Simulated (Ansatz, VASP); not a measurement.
Ni in VASP and in Ansatz

File INCAR:

```
PREC = Accurate
ENCUT = 520
EDIFF = 1E-6
ISMEAR = -1
SIGMA = 0.1
LREAL = False
LASPH = True
NELM = 80
ALGO = Normal
ISIF = 2
LWAVE = False
LCHARG = True
GGA = PE
LELF = True
LVHAR = True
NBANDS = 17
```

The input KPOINTS:

```
regular mesh
0
Gamma
  17 17 16
```

The input POSCAR:

```
Ni
1.0
   -3.0602152727      3.0605797371      1.2639438609
    3.0605797371     -3.0602152727      1.2639438609
    1.5933357371      1.5933357371     -1.2632763436
Ni
2
Direct
    0.0000238181      0.9999761819      0.0000000000
    0.7499761819      0.2500238181      0.5000000000
```

Input for Ansatz:

```yaml
crystal:
  lattice:
    - [-3.0602152727, 3.0605797371, 1.2639438609]
    - [3.0605797371, -3.0602152727, 1.2639438609]
    - [1.5933357371, 1.5933357371, -1.2632763436]
  atoms:
    - { symbol: Ni, position: [2.38181e-05, 0.9999761819, 0.0] }
    - { symbol: Ni, position: [0.7499761819, 0.2500238181, 0.5] }
hamiltonian:
  xc: pbe
  pseudopotentials:
    kind: paw
    azcp:
      Ni: "pseudopotentials/Ni.paw.azcp"
basis:
  ecutwfc: 420
  fft_grid_basis: typed
kpoints:
  mp_grid: { grid: [17, 17, 16], shift: [0, 0, 0] }
magnetization:
  spin_polarized: false
scf:
  occupations: { method: fermi_dirac, width: 0.1 }
  lower_state_search: "off"
output:
  stress: true
```

Alike in both runs: task single point; functional PBE; k mesh 17 × 17 × 16; occupations fermi-dirac, width 0.1 eV; no spin polarisation.

```csv
,VASP,Ansatz
version,VASP 6.6.1,Ansatz 0.2.0
potentials or method,"VASP PAW PBE potentials, release 64 (Ni), cutoff 520 eV","plane waves (420 eV) with PAW, scalar-relativistic"
valence electrons in the cell,20,36
```

```csv
,VASP,Ansatz,Ansatz less VASP
pressure (GPa),-16.4,-16.7,-0.29
"traceless stress, the component that is largest in VASP (GPa)",0.45,0.48,+0.034
```

VASP's potentials hold 20 valence electrons a cell and Ansatz's 36, so a difference there can come from the potentials and not from the codes.
